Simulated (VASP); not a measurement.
# N2 in VASP: relaxation of the atoms with PBE

Aim: the relaxation of the atoms of N2 with PBE.

Program: VASP 6.6.1. These are calculated values, not measurements. Logs are shortened: lines on timing, memory, paths and dates and some standing lists are left out, and cuts for length are marked.

### 1 The cell of the first run

The cell holds a molecule in a box, 2 atoms: a = 9.000 Å, b = 9.500 Å, c = 10.000 Å, α = 90.00°, β = 90.00°, γ = 90.00°.

### 2 Relaxation of the atoms, PBE

Input file INCAR:

```
SYSTEM = N
PREC = Accurate ; ENCUT = 520
EDIFF = 1E-6 ; ISMEAR = -1
SIGMA = 0.05 ; LREAL = .FALSE.
LASPH = .TRUE. ; NELM = 80
ALGO = Normal ; ISIF = 2
LWAVE = .FALSE. ; LCHARG = .FALSE.
GGA = PE ; IBRION = 2
NSW = 80 ; EDIFFG = -0.02
```

Input file KPOINTS:

```
Automatic mesh
0
G
  1 1 1
  0 0 0
```

Input file POSCAR:

```
N
1.0
    9.0000000000      0.0000000000      0.0000000000
    0.0000000000      9.5000000000      0.0000000000
    0.0000000000      0.0000000000     10.0000000000
N
2
Direct
    0.5000000000      0.5000000000      0.4445000000
    0.5000000000      0.5000000000      0.5555000000
```

Potentials or basis: VASP PAW PBE potentials, release 64 (N).

Command:

```bash
$ cat potpaw_PBE.64/N/POTCAR > POTCAR
$ mpirun -np 1 vasp_gam > vasp.out
```

OUTCAR:

```text
SYSTEM = N
   PREC = Accurate
   ENCUT = 520
   EDIFF = 1E-6
   ISMEAR = -1
   LREAL = .FALSE.
   LASPH = .TRUE.
   NELM = 80
   ISIF = 2
   GGA = PE
   IBRION = 2
   NSW = 80
   EDIFFG = -0.02

 ion  position               nearest neighbor table
   1  0.500  0.500  0.444-   2 1.11
   2  0.500  0.500  0.556-   1 1.11

  LATTYP: Found a simple orthorhombic cell.
 ALAT       =     9.0000000000
 B/A-ratio  =     1.0555555556
 C/A-ratio  =     1.1111111111

  Lattice vectors:

 A1 = (   9.0000000000,   0.0000000000,   0.0000000000)
 A2 = (   0.0000000000,   9.5000000000,   0.0000000000)
 A3 = (   0.0000000000,   0.0000000000,  10.0000000000)

Analysis of symmetry for initial positions (statically):
=====================================================================
 Subroutine PRICEL returns:
 Original cell was already a primitive cell.

 Routine SETGRP: Setting up the symmetry group for a
 simple orthorhombic supercell.

 Subroutine GETGRP returns: Found  8 space group operations
 (whereof  8 operations were pure point group operations)
 out of a pool of  8 trial point group operations.

The static configuration has the point symmetry D_2h.

Analysis of symmetry for dynamics (positions and initial velocities):
=====================================================================
 Subroutine PRICEL returns:
 Original cell was already a primitive cell.

 Routine SETGRP: Setting up the symmetry group for a
 simple orthorhombic supercell.

 Subroutine GETGRP returns: Found  8 space group operations
 (whereof  8 operations were pure point group operations)
 out of a pool of  8 trial point group operations.

The dynamic configuration has the point symmetry D_2h.

 Subroutine INISYM returns: Found  8 space group operations
 (whereof  8 operations are pure point group operations),
 and found     1 'primitive' translations

----------------------------------------------------------------------------------------

                                     Primitive cell

  volume of cell :     855.0000

  direct lattice vectors                    reciprocal lattice vectors
     9.000000000  0.000000000  0.000000000     0.111111111  0.000000000  0.000000000
     0.000000000  9.500000000  0.000000000     0.000000000  0.105263158  0.000000000
     0.000000000  0.000000000 10.000000000     0.000000000  0.000000000  0.100000000

  length of vectors
     9.000000000  9.500000000 10.000000000     0.111111111  0.105263158  0.100000000

  position of ions in fractional coordinates (direct lattice)
     0.500000000  0.500000000  0.444500000
     0.500000000  0.500000000  0.555500000

  ion indices of the primitive-cell ions
   primitive index   ion index
                 1           1
                 2           2

----------------------------------------------------------------------------------------

 KPOINTS: Automatic mesh

Automatic generation of k-mesh.
 Grid dimensions read from file:
 generate k-points for:    1    1    1

 Generating k-lattice:

  Cartesian coordinates                     Fractional coordinates (reciprocal lattice)
     0.111111111  0.000000000  0.000000000     1.000000000  0.000000000  0.000000000
     0.000000000  0.105263158  0.000000000     0.000000000  1.000000000  0.000000000
     0.000000000  0.000000000  0.100000000     0.000000000  0.000000000  1.000000000

  Length of vectors
     0.111111111  0.105263158  0.100000000

  Shift w.r.t. Gamma in fractional coordinates (k-lattice)
     0.000000000  0.000000000  0.000000000

 Subroutine IBZKPT returns following result:
 ===========================================

 Found      1 irreducible k-points:

 Following reciprocal coordinates:
            Coordinates               Weight
  0.000000  0.000000  0.000000      1.000000
   k-points           NKPTS =      1   k-points in BZ     NKDIM =      1   number of bands    NBANDS=      9
   number of dos      NEDOS =    301   number of ions     NIONS =      2
   total plane-waves  NPLWV = 403200
   dimension x,y,z NGX =    70 NGY =   72 NGZ =   80
   dimension x,y,z NGXF=   140 NGYF=  144 NGZF=  160
   ions per type =               2
   NGX,Y,Z   is equivalent  to a cutoff of  12.93, 12.60, 13.30 a.u.
   NGXF,Y,Z  is equivalent  to a cutoff of  25.86, 25.20, 26.60 a.u.
 SYSTEM =  N
   PREC   = accura    normal or accurate (medium, high low for compatibility)
   ISTART =      0    job   : 0-new  1-cont  2-samecut
   ICHARG =      2    charge: 1-file 2-atom 10-const
   ISPIN  =      1    spin polarized calculation?
   LNONCOLLINEAR =      F non collinear calculations
   LSORBIT =      F    spin-orbit coupling
   LASPH  =      T    aspherical Exc in radial PAW
   ENCUT  =  520.0 eV  38.22 Ry    6.18 a.u.  16.73 17.66 18.59*2*pi/ulx,y,z
   NELM   =     80;   NELMIN=  2; NELMDL= -5     # of ELM steps
   EDIFF  = 0.1E-05   stopping-criterion for ELM
   LREAL  =      F    real-space projection
   EDIFFG = -.2E-01   stopping-criterion for IOM
   NSW    =     80    number of steps for IOM
   IBRION =      2    ionic relax: 0-MD 1-quasi-New 2-CG
   NFREE  =      1    steps in history (QN), initial steepest desc. (CG)
   ISIF   =      2    stress and relaxation
   ISYM   =      2    0-nonsym 1-usesym 2-fastsym
   POTIM  = 0.5000    time-step for ionic-motion
   TEBEG  =    0.0;   TEEND  =   0.0 temperature during run
   PSTRESS=    0.0 pullay stress
   NELECT =      10.0000    total number of electrons
   NUPDOWN=      -1.0000    fix difference up-down
   EMIN   =  10.00;   EMAX   =-10.00  energy-range for DOS
   EFERMI =   0.00;   METHOD = LEGACY
   ISMEAR =    -1;   SIGMA  =   0.05  broadening in eV -4-tet -1-fermi 0-gaus
   EFERMI_NEDOS =   21; number of points for ismear=-14 and -15
   IALGO  =     38    algorithm
   IMIX   =      4    mixing-type and parameters
     AMIX     =   0.40;   BMIX     =  1.00
     AMIX_MAG =   1.60;   BMIX_MAG =  1.00
  volume/ion in A,a.u.               =     427.50      2884.91
  Fermi-wavevector in a.u.,A,eV,Ry     =   0.371609  0.702239  1.878872  0.138093
  Thomas-Fermi vector in A             =   1.299861
   LORBIT       =      0    0 simple, 1 ext, 2 COOP (PROOUT), +10 PAW based schemes
   GGA     = PE    functional components
   LHFCALC =     F    Hartree Fock is set to
   AEXX    =    0.0000 exact exchange contribution
   IVDW    =     0    specifies the selected vdW correction
   LEPSILON=     F    determine dielectric tensor
   LRPA    =     F    only Hartree local field effects (RPA)
 conjugate gradient relaxation of ions
 non-spin polarized calculation
  energy-cutoff  :      520.00
  volume of cell :      855.00
 maximum number of plane-waves:     11510
 NGX is ok and might be reduce to    70
   NGX = 33   NGY = 35   NGZ = 37

--------------------------------------- Ionic step        1  -------------------------------------------

 number of electron      10.0000001 magnetization

 Free energy of the ion-electron system (eV)
  ---------------------------------------------------
  ext. energy  EPLUGINS =         0.00000000
  ---------------------------------------------------
  free energy    TOTEN  =       -16.65105203 eV

  energy without entropy =      -16.65105203  energy(sigma->0) =      -16.65105203

------------------------ aborting loop because EDIFF is reached ----------------------------------------

  FORCE on cell =-STRESS in cart. coord.  units (eV):
  Direction    XX          YY          ZZ          XY          YZ          ZX
  --------------------------------------------------------------------------------------
  -------------------------------------------------------------------------------------
  Total       -0.0531655     -0.0515134      0.4608340      0.0000000      0.0000000      0.0000000
  in kB       -0.0996263     -0.0965306      0.8635531      0.0000000      0.0000000      0.0000000
  external PRESSURE =       0.2224654 kB  Pullay stress =       0.0000000 kB

 VOLUME and BASIS-vectors are now :
 -----------------------------------------------------------------------------
  energy-cutoff  :      520.00
  volume of cell :      855.00
      direct lattice vectors                 reciprocal lattice vectors
     9.000000000  0.000000000  0.000000000     0.111111111  0.000000000  0.000000000
     0.000000000  9.500000000  0.000000000     0.000000000  0.105263158  0.000000000
     0.000000000  0.000000000 10.000000000     0.000000000  0.000000000  0.100000000
[... 37 lines left out ...]
 POSITION                                       TOTAL-FORCE (eV/Angst)
 -----------------------------------------------------------------------------------
      4.50000      4.75000      4.42146         0.000000      0.000000      5.597163
      4.50000      4.75000      5.57854         0.000000      0.000000     -5.597163
 -----------------------------------------------------------------------------------
    total drift:                                0.000000      0.000000      0.000000

  FREE ENERGIE OF THE ION-ELECTRON SYSTEM (eV)
  ---------------------------------------------------
  free  energy   TOTEN  =       -16.5217642936 eV

  energy  without entropy=      -16.5217642935  energy(sigma->0) =      -16.52176429

--------------------------------------- Ionic step        3  -------------------------------------------

 number of electron      10.0000001 magnetization

 Free energy of the ion-electron system (eV)
  ---------------------------------------------------
  ext. energy  EPLUGINS =         0.00000000
  ---------------------------------------------------
  free energy    TOTEN  =       -16.65182814 eV

  energy without entropy =      -16.65182814  energy(sigma->0) =      -16.65182814

 E-fermi :  -8.8154     XC(G=0):  -0.6949

 val. band max:      -10.0352748892   @ k =   0.0000   0.0000   0.0000
 cond. band min:      -1.9697635119   @ k =   0.0000   0.0000   0.0000
 fundamental gap:      8.0655113773
 Fermi energy:        -8.8154043058

 k-point     1 :       0.0000    0.0000    0.0000
  band No.  band energies     occupation
      1     -28.0219      2.00000
      2     -13.3877      2.00000
      3     -11.3731      2.00000
      4     -11.3731      2.00000
      5     -10.0353      2.00000
      6      -1.9698      0.00000
      7      -1.9694      0.00000
      8      -0.2006      0.00000
      9       1.1819      0.00000

------------------------ aborting loop because EDIFF is reached ----------------------------------------

  FORCE on cell =-STRESS in cart. coord.  units (eV):
  Direction    XX          YY          ZZ          XY          YZ          ZX
  --------------------------------------------------------------------------------------
  -------------------------------------------------------------------------------------
  Total       -0.0520339     -0.0503957     -0.0816586      0.0000000      0.0000000      0.0000000
  in kB       -0.0975060     -0.0944361     -0.1530193      0.0000000      0.0000000      0.0000000
  external PRESSURE =      -0.1149871 kB  Pullay stress =       0.0000000 kB
[... 10 lines left out ...]
 POSITION                                       TOTAL-FORCE (eV/Angst)
 -----------------------------------------------------------------------------------
      4.50000      4.75000      4.44339         0.000000      0.000000      0.002988
      4.50000      4.75000      5.55661         0.000000      0.000000     -0.002988
 -----------------------------------------------------------------------------------
    total drift:                                0.000000      0.000000      0.000000

  FREE ENERGIE OF THE ION-ELECTRON SYSTEM (eV)
  ---------------------------------------------------
  free  energy   TOTEN  =       -16.6518281412 eV

  energy  without entropy=      -16.6518281411  energy(sigma->0) =      -16.65182814

 reached required accuracy - stopping structural energy minimisation
```

Run time: 3.5 min. Hardware: 1 thread of Intel Xeon 8259CL, shared host; peak memory 0.78 GiB.

Results:

```
Free energy                     : -16.6518 eV
Energy gained by relaxing       : 0.4 meV/atom
Ionic steps                     : 3
Gap between the frontier levels : 8.07 eV
```

Forces on the atoms (eV/Å):
```
N    0.000  0.000  0.003
N    0.000  0.000 -0.003
```

The path:
```tsv
step	energy change (eV)	largest force (eV/Å)	pressure (GPa)
1	0.0000	0.4880	0.02
2	0.1293	5.5972	-0.41
3	-0.0008	0.0030	-0.01
```

Final structure:
```
N
1.0
     9.00000    0.00000    0.00000
     0.00000    9.50000    0.00000
     0.00000    0.00000   10.00000
N
2
Direct
  0.50000 0.50000 0.44434
  0.50000 0.50000 0.55566
```

Caveat: the standard files for N, O and F lose accuracy on very short bonds.
